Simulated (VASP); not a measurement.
# MgGa6N8 (a cell with a defect) in VASP: further runs, part 3 of 3

VASP 6.6.1. The steps go on from the part before.

### 5 Single point, PBE

Contents of INCAR:

```
SYSTEM = MgGa6N8
PREC = Accurate ; ENCUT = 520
EDIFF = 1E-6 ; ISMEAR = -1
SIGMA = 0.02 ; LREAL = Auto
LASPH = .TRUE. ; NELM = 60
ALGO = Normal ; ISIF = 2
LWAVE = .FALSE. ; LCHARG = .FALSE.
GGA = PE ; NBANDS = 73
NELECT = 122.0
```

Contents of KPOINTS:

```
regular mesh
0
G
  2 2 2
  0 0 0
```

Contents of POSCAR:

```
MgGa6N8
1.0
   -3.1800000000     -5.5079220000      0.0000000000
    4.7700000000     -2.7539610000      0.0000000000
    0.0000000000      0.0000000000      5.1660000000
Ga N Mg
6 8 1
Direct
    0.4888720013      0.3370211665     -0.0000168409
    0.5046443566      0.6704522126      0.4963656601
    0.2387001001      0.8301698780      0.0043677894
    0.2638456096      0.1731861716      0.5069171506
    0.0050319172      0.6684022006      0.5086784746
    0.7465185639      0.8261983298     -0.0099572203
    0.4986340546      0.3472640029      0.3705936895
    0.4903098147      0.6631044467      0.8720332946
    0.2556584995      0.8424614315      0.3780969803
    0.2654019805      0.1500197690      0.8740843980
    0.0338438130      0.3509036322      0.3979701897
   -0.0043178139      0.6809432603      0.8759227642
    0.7549799468      0.8179786647      0.3681012389
    0.7257588403      0.1561949921      0.8838164925
   -0.2271861680      0.1807689698      0.3831513744
```

Potentials or basis: VASP PAW PBE potentials, release 64 (Ga_d, N, Mg).

Command:

```sh
$ cat potpaw_PBE.64/Ga_d/POTCAR potpaw_PBE.64/N/POTCAR potpaw_PBE.64/Mg/POTCAR > POTCAR
$ mpirun -np 1 vasp_std > vasp.out
```

OUTCAR:

```text
SYSTEM = MgGa6N8
   PREC = Accurate
   ENCUT = 520
   EDIFF = 1E-6
   ISMEAR = -1
   LREAL = Auto
   LASPH = .TRUE.
   NELM = 60
   ISIF = 2
   GGA = PE
   NELECT = 122.0

 ion  position               nearest neighbor table
   1  0.489  0.337  1.000-  10 1.87  14 1.90   8 1.91   7 1.92  15 2.81
   2  0.505  0.670  0.496-   7 1.90  13 1.91   8 1.94   9 1.94  15 3.24
   3  0.239  0.830  0.004-  12 1.87  10 1.89   9 1.93   8 1.97
   4  0.264  0.173  0.507-  11 1.85  10 1.90   7 1.91   9 1.94  15 3.19
   5  0.005  0.668  0.509-  11 1.85  12 1.90  13 1.93   9 1.98  15 3.13  15 3.25
   6  0.747  0.826  0.990-  12 1.87  14 1.90  13 1.95   8 1.96  15 2.82
   7  0.499  0.347  0.371-   2 1.90   4 1.91   1 1.92  15 1.97
   8  0.490  0.663  0.872-   1 1.91   2 1.94   6 1.96   3 1.97
   9  0.256  0.842  0.378-   3 1.93   4 1.94   2 1.94   5 1.98
  10  0.265  0.150  0.874-   1 1.87   3 1.89   4 1.90
  11  0.034  0.351  0.398-   4 1.85   5 1.85  15 1.91
  12  0.996  0.681  0.876-   6 1.87   3 1.87   5 1.90
  13  0.755  0.818  0.368-   2 1.91   5 1.93   6 1.95  15 2.00
  14  0.726  0.156  0.884-   1 1.90   6 1.90  15 2.60  15 2.61
  15  0.773  0.181  0.383-  11 1.91   7 1.97  13 2.00  14 2.60  14 2.61   1 2.81   6 2.82   5 3.13
                             4 3.19   2 3.24   5 3.25

  LATTYP: Found a simple orthorhombic cell.
 ALAT       =     5.1660000000
 B/A-ratio  =     1.0661869292
 C/A-ratio  =     1.2311266694

  Lattice vectors:

 A1 = (   0.0000000000,   0.0000000000,  -5.1660000000)
 A2 = (   4.7700000000,  -2.7539610000,   0.0000000000)
 A3 = (  -3.1800000000,  -5.5079220000,   0.0000000000)

Analysis of symmetry for initial positions (statically):
=====================================================================
 Subroutine PRICEL returns:
 Original cell was already a primitive cell.

 Routine SETGRP: Setting up the symmetry group for a
 simple orthorhombic supercell.

 Subroutine GETGRP returns: Found  1 space group operations
 (whereof  1 operations were pure point group operations)
 out of a pool of  8 trial point group operations.

[... 162 lines left out ...]

 Free energy of the ion-electron system (eV)
  ---------------------------------------------------
  ext. energy  EPLUGINS =         0.00000000
  ---------------------------------------------------
  free energy    TOTEN  =       -75.61351897 eV

  energy without entropy =      -75.60121659  energy(sigma->0) =      -75.60736778

 E-fermi :   4.4409     XC(G=0): -11.1293

 val. band max:        4.4259481083   @ k =   0.5000   0.5000   0.0000
 cond. band min:       4.4462111456   @ k =  -0.0000   0.5000   0.5000
 fundamental gap:      0.0202630373
 Fermi energy:         4.4408597128

 k-point     1 :       0.0000    0.0000    0.0000
  band No.  band energies     occupation
      1     -11.9040      2.00000
      2     -11.2733      2.00000
      3     -11.0233      2.00000
      4     -10.9159      2.00000
      5     -10.8855      2.00000
      6     -10.7721      2.00000
[... 597 lines left out ...]
     72      12.0488      0.00000
     73      12.3027      0.00000

------------------------ aborting loop because EDIFF is reached ----------------------------------------

  FORCE on cell =-STRESS in cart. coord.  units (eV):
  Direction    XX          YY          ZZ          XY          YZ          ZX
  --------------------------------------------------------------------------------------
  -------------------------------------------------------------------------------------
  Total       32.5008438     30.5112801     25.9818364     -1.3298988     -2.5546152      0.7637733
  in kB      287.7437640    270.1293122    230.0282248    -11.7741581    -22.6170924      6.7620093
  external PRESSURE =     262.6337670 kB  Pullay stress =       0.0000000 kB

 VOLUME and BASIS-vectors are now :
 -----------------------------------------------------------------------------
  energy-cutoff  :      520.00
  volume of cell :      180.97
      direct lattice vectors                 reciprocal lattice vectors
    -3.180000000 -5.507922000  0.000000000    -0.078616352 -0.136167506  0.000000000
     4.770000000 -2.753961000  0.000000000     0.157232704 -0.090778337  0.000000000
     0.000000000  0.000000000  5.166000000     0.000000000  0.000000000  0.193573364

 POSITION                                       TOTAL-FORCE (eV/Angst)
 -----------------------------------------------------------------------------------
      0.05298     -3.62081      5.16591        -0.057514     -0.165648      0.001585
      1.59329     -4.62594      2.56423         0.030090      0.018150     -0.015664
      3.20084     -3.60100      0.02256         0.028862     -0.077214     -0.073847
     -0.01293     -1.93019      2.61873         0.126556      0.080469     -0.062082
      3.17228     -1.86847      2.62783        -0.062793      0.025763     -0.110886
      1.56704     -6.38708      5.11456        -0.021936     -0.105511     -0.039747
      0.07079     -3.70279      1.91449         0.090174      0.073875     -0.005127
      1.60382     -4.52675      4.50492        -0.011404     -0.080528     -0.019718
      3.20555     -3.72825      1.95325         0.030601     -0.011842     -0.064006
     -0.12838     -1.87496      4.51552        -0.033219     -0.169921     -0.066915
      1.56619     -1.15278      2.05591         0.041474      0.131354     -0.158061
      0.08183     -7.35943      4.52502         0.051095     -0.120311     -0.117308
      1.50092     -6.41105      1.90161        -0.021121      0.049918     -0.035317
     -1.56286     -4.42758      4.56580        -0.026255     -0.072746     -0.121244
     -1.59528     -4.75443      1.97936        -0.164610      0.424192      0.888337
 -----------------------------------------------------------------------------------
    total drift:                                0.000136     -0.003403      0.001431

  FREE ENERGIE OF THE ION-ELECTRON SYSTEM (eV)
  ---------------------------------------------------
  free  energy   TOTEN  =       -75.6135189703 eV

  energy  without entropy=      -75.6012165879  energy(sigma->0) =      -75.60736778
```

Wall time 5.3 min (1 thread of Intel Xeon 8259CL, shared host); peak memory 0.31 GiB.

Results:

```
Free energy   : -75.6135 eV
Largest force : 0.998 eV/Å
```

Forces on the atoms (eV/Å):
```
Ga  -0.058 -0.166  0.002
Ga   0.030  0.018 -0.016
Ga   0.029 -0.077 -0.074
Ga   0.127  0.080 -0.062
Ga  -0.063  0.026 -0.111
Ga  -0.022 -0.106 -0.040
N    0.090  0.074 -0.005
N   -0.011 -0.081 -0.020
N    0.031 -0.012 -0.064
N   -0.033 -0.170 -0.067
N    0.041  0.131 -0.158
N    0.051 -0.120 -0.117
N   -0.021  0.050 -0.035
N   -0.026 -0.073 -0.121
Mg  -0.165  0.424  0.888
```

Caveat: the k points lie up to 0.61 Å⁻¹ apart; the cell carries a net charge on a neutralising background, which shifts energy and pressure; the cell is charged against a uniform background, so pressure and absolute levels hang on convention.

### 6 Single point, PBE

Contents of INCAR:

```
SYSTEM = MgGa6N8
ALGO = Normal ; EDIFF = 1E-7
ENCUT = 520 ; GGA = PE
ISIF = 2 ; ISMEAR = -1
LASPH = .True. ; LCHARG = .True.
LELF = .True. ; LREAL = Auto
LVHAR = .True. ; LWAVE = .False.
NBANDS = 73 ; NELECT = 122.0
NELM = 80 ; PREC = Accurate
SIGMA = 0.02
```

Contents of KPOINTS:

```
k-points
0
Gamma
  2 2 2
  0 0 0
```

Contents of POSCAR:

```
MgGa6N8
1.0
   -3.1800000000     -5.5079220000      0.0000000000
    4.7700000000     -2.7539610000      0.0000000000
    0.0000000000      0.0000000000      5.1660000000
Ga N Mg
6 8 1
Direct
    0.4999200836      0.3464410620      0.0146989934
    0.4995372958      0.6670630190      0.5002237708
    0.2476425350      0.8345627382     -0.0004548974
    0.2487083486      0.1711577670      0.4982138986
    0.0007359827      0.6581455818      0.4990036779
    0.7521728902      0.8315079226      0.0016517615
    0.4907579260      0.3427530828      0.3777667441
    0.4985309406      0.6654816334      0.8752297716
    0.2516206644      0.8365888286      0.3733493999
    0.2912413915      0.1500221436      0.8630607820
    0.0077478227      0.3338687791      0.3966939605
    0.0009351229      0.7020242538      0.8645625242
    0.7493277447      0.8144143036      0.3711422764
    0.7111209769      0.1502225800      0.8752090592
   -0.2499999979      0.1624127896      0.4896482772
```

Potentials or basis: VASP PAW PBE potentials, release 64 (Ga_d, N, Mg).

Command:

```sh
$ cat potpaw_PBE.64/Ga_d/POTCAR potpaw_PBE.64/N/POTCAR potpaw_PBE.64/Mg/POTCAR > POTCAR
$ mpirun -np 1 vasp_std > vasp.out
```

OUTCAR:

```text
SYSTEM = MgGa6N8
   EDIFF = 1E-7
   ENCUT = 520
   GGA = PE
   ISIF = 2
   ISMEAR = -1
   LASPH = .True.
   LREAL = Auto
   NELECT = 122.0
   NELM = 80
   PREC = Accurate

 ion  position               nearest neighbor table
   1  0.500  0.346  0.015-  14 1.87   7 1.88  10 1.88   8 1.90  15 3.09
   2  0.500  0.667  0.500-   7 1.90  13 1.90   8 1.94   9 1.95  15 3.16  15 3.20
   3  0.248  0.835  1.000-  12 1.87  10 1.90   9 1.93   8 1.96
   4  0.249  0.171  0.498-  11 1.85  10 1.91   7 1.91   9 1.95  15 3.17  15 3.19
   5  0.001  0.658  0.499-  11 1.86  12 1.90  13 1.93   9 1.98  15 3.16  15 3.20
   6  0.752  0.832  0.002-  12 1.87  14 1.89  13 1.91   8 1.97  15 3.11  15 3.21
   7  0.491  0.343  0.378-   1 1.88   2 1.90   4 1.91  15 2.01
   8  0.499  0.665  0.875-   1 1.90   2 1.94   3 1.96   6 1.97
   9  0.252  0.837  0.373-   3 1.93   2 1.95   4 1.95   5 1.98
  10  0.291  0.150  0.863-   1 1.88   3 1.90   4 1.91
  11  0.008  0.334  0.397-   4 1.85   5 1.86  15 1.95
  12  0.001  0.702  0.865-   3 1.87   6 1.87   5 1.90
  13  0.749  0.814  0.371-   2 1.90   6 1.91   5 1.93  15 2.01
  14  0.711  0.150  0.875-   1 1.87   6 1.89  15 2.01
  15  0.750  0.162  0.490-  11 1.95  14 2.01   7 2.01  13 2.01   1 3.09   6 3.11   2 3.16   5 3.16
                             4 3.17   4 3.19   5 3.20   2 3.20   6 3.21

  LATTYP: Found a simple orthorhombic cell.
 ALAT       =     5.1660000000
 B/A-ratio  =     1.0661869292
 C/A-ratio  =     1.2311266694

  Lattice vectors:

 A1 = (   0.0000000000,   0.0000000000,  -5.1660000000)
 A2 = (   4.7700000000,  -2.7539610000,   0.0000000000)
 A3 = (  -3.1800000000,  -5.5079220000,   0.0000000000)

Analysis of symmetry for initial positions (statically):
=====================================================================
 Subroutine PRICEL returns:
 Original cell was already a primitive cell.

[... 162 lines left out ...]
  energy-cutoff  :      520.00
  volume of cell :      180.97
 maximum number of plane-waves:      4901
 NGX is ok and might be reduce to    48
   NGX = 23   NGY = 21   NGZ = 19

 number of electron     121.9999978 magnetization

 Free energy of the ion-electron system (eV)
  ---------------------------------------------------
  ext. energy  EPLUGINS =         0.00000000
  ---------------------------------------------------
  free energy    TOTEN  =       -76.30981758 eV

  energy without entropy =      -76.30134500  energy(sigma->0) =      -76.30558129

 E-fermi :   4.4411     XC(G=0): -11.1038

 val. band max:        4.4306832345   @ k =   0.5000   0.0000   0.0000
 cond. band min:       4.4661377339   @ k =   0.0000   0.0000   0.0000
 fundamental gap:      0.0354544994
 Fermi energy:         4.4410999866

 k-point     1 :       0.0000    0.0000    0.0000
  band No.  band energies     occupation
      1     -11.9057      2.00000
      2     -11.2230      2.00000
      3     -11.0372      2.00000
      4     -10.8986      2.00000
      5     -10.8719      2.00000
      6     -10.7191      2.00000
[... 597 lines left out ...]
     72      12.2179      0.00000
     73      12.3895      0.00000

------------------------ aborting loop because EDIFF is reached ----------------------------------------

  FORCE on cell =-STRESS in cart. coord.  units (eV):
  Direction    XX          YY          ZZ          XY          YZ          ZX
  --------------------------------------------------------------------------------------
  -------------------------------------------------------------------------------------
  Total       32.2468126     30.0332313     30.2437408     -2.1585395     -0.2412497      0.8123069
  in kB      285.4947181    265.8969433    267.7606731    -19.1104661     -2.1358860      7.1916981
  external PRESSURE =     273.0507782 kB  Pullay stress =       0.0000000 kB

 VOLUME and BASIS-vectors are now :
 -----------------------------------------------------------------------------
  energy-cutoff  :      520.00
  volume of cell :      180.97
      direct lattice vectors                 reciprocal lattice vectors
    -3.180000000 -5.507922000  0.000000000    -0.078616352 -0.136167506  0.000000000
     4.770000000 -2.753961000  0.000000000     0.157232704 -0.090778337  0.000000000
     0.000000000  0.000000000  5.166000000     0.000000000  0.000000000  0.193573364

 POSITION                                       TOTAL-FORCE (eV/Angst)
 -----------------------------------------------------------------------------------
      0.06278     -3.70761      0.07593        -0.019773     -0.005274     -0.008612
      1.59336     -4.58848      2.58416        -0.007506     -0.006943      0.006078
      3.19336     -3.66235      5.16365         0.009238      0.009081     -0.008336
      0.02553     -1.84123      2.57377         0.025631      0.001136     -0.007950
      3.13701     -1.81656      2.57785        -0.015975      0.022065      0.009670
      1.57438     -6.43285      0.00853         0.012866     -0.026179     -0.003048
      0.07432     -3.64698      1.95154        -0.001769      0.006581     -0.003207
      1.58902     -4.57858      4.52144         0.001820      0.009926      0.006652
      3.19037     -3.68984      1.92872         0.001466     -0.003950     -0.003258
     -0.21054     -2.01729      4.45857        -0.000230      0.001160      0.004409
      1.56792     -0.96214      2.04932        -0.020227     -0.011701      0.003787
      3.34568     -1.93850      4.46633         0.001765     -0.008420      0.003798
      1.50189     -6.37010      1.91732         0.003785     -0.000102     -0.017101
     -1.54480     -4.33051      4.52133         0.011198      0.004499      0.001413
     -1.61029     -4.57822      2.52952        -0.002289      0.008121      0.015704
 -----------------------------------------------------------------------------------
    total drift:                               -0.001751      0.002324      0.000207

  FREE ENERGIE OF THE ION-ELECTRON SYSTEM (eV)
  ---------------------------------------------------
  free  energy   TOTEN  =       -76.3098175806 eV

  energy  without entropy=      -76.3013450047  energy(sigma->0) =      -76.30558129
```

stdout:

```text
POSCAR found type information on POSCAR GaN Mg
 POSCAR found :  3 types and      15 ions
 scaLAPACK will be used
 LDA part: xc-table for (Slater+PW92), standard interpolation
 POSCAR, INCAR and KPOINTS ok, starting setup
 FFT: planning ... GRIDC
 FFT: planning ... GRID_SOFT
 FFT: planning ... GRID
 WAVECAR not read
 entering main loop
 the old and the new charge density differ
 old charge density:   120.00000 new  122.00000
    0.227E+01
```

Run time: 6 min. Hardware: 1 thread of Intel Xeon 8259CL, shared host; peak memory 0.31 GiB.

What came out:

* Free energy: -76.3098 eV
* Largest force: 0.029 eV/Å

Forces on the atoms (eV/Å):
```
Ga  -0.020 -0.005 -0.009
Ga  -0.008 -0.007  0.006
Ga   0.009  0.009 -0.008
Ga   0.026  0.001 -0.008
Ga  -0.016  0.022  0.010
Ga   0.013 -0.026 -0.003
N   -0.002  0.007 -0.003
N    0.002  0.010  0.007
N    0.001 -0.004 -0.003
N    0.000  0.001  0.004
N   -0.020 -0.012  0.004
N    0.002 -0.008  0.004
N    0.004  0.000 -0.017
N    0.011  0.004  0.001
Mg  -0.002  0.008  0.016
```

Levels at points of the mesh, in eV from the Fermi level:
| k point | band 57 | band 58 | band 59 | band 60 | band 61 | band 62 | band 63 | band 64 | band 65 | band 66 |
| --- | --- | --- | --- | --- | --- | --- | --- | --- | --- | --- |
| (0.00, 0.00, 0.00) | -0.88 | -0.78 | -0.53 | -0.12 | 0.03 | 0.24 | 2.41 | 4.38 | 5.78 | 5.82 |
| (0.50, 0.00, 0.00) | -1.20 | -0.77 | -0.56 | -0.43 | -0.32 | -0.01 | 4.06 | 4.70 | 5.43 | 5.55 |
| (0.00, 0.50, 0.00) | -1.09 | -0.95 | -0.78 | -0.32 | -0.25 | 0.21 | 4.09 | 4.96 | 5.38 | 5.54 |
| (0.50, 0.50, 0.00) | -1.21 | -0.98 | -0.87 | -0.80 | -0.27 | 0.14 | 5.19 | 5.31 | 5.72 | 6.15 |
| (0.00, 0.00, 0.50) | -1.18 | -0.69 | -0.51 | -0.31 | -0.20 | 0.12 | 4.27 | 4.41 | 5.01 | 5.56 |
| (0.50, 0.00, 0.50) | -1.41 | -1.25 | -0.87 | -0.79 | -0.48 | 0.35 | 5.26 | 5.43 | 5.76 | 5.84 |
| (0.00, 0.50, 0.50) | -1.62 | -1.32 | -0.89 | -0.81 | -0.19 | 0.04 | 4.53 | 4.82 | 4.89 | 5.00 |
| (0.50, 0.50, 0.50) | -1.71 | -1.53 | -1.21 | -0.83 | -0.15 | 0.10 | 5.24 | 5.36 | 5.63 | 5.68 |

Caveat: the k points lie up to 0.61 Å⁻¹ apart; the cell carries a net charge on a neutralising background, which shifts energy and pressure; the cell is charged against a uniform background, so pressure and absolute levels hang on convention.
